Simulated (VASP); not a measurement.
Crystal: Nb.

```xyz
1
Lattice="-1.6640 1.6640 1.6640 1.6640 -1.6640 1.6640 1.6640 1.6640 -1.6640" Properties=species:S:1:pos:R:3 pbc="T T T"
Nb    0.0000    0.0000    0.0000
```

Base run:

```yaml
Program: VASP 6.6.1
Functional: r2SCAN
Potentials_or_basis: VASP PAW PBE potentials, release 64 (Nb_sv)
Cutoff: 550 eV
k_mesh: 10 × 10 × 10
Occupations: fermi-dirac, width 0.003 eV
Spin: no spin polarisation
```

Its results: pressure -3.9 GPa.

Task: The run is repeated on the same cell with these changes: occupations from fermi-dirac, width 0.003 eV to fermi-dirac, width 0.1 eV. What comes out?

Result: Pressure -3.1 GPa.

Caveats: the PAW data sets were made with another functional, which shifts forces and pressure a little.
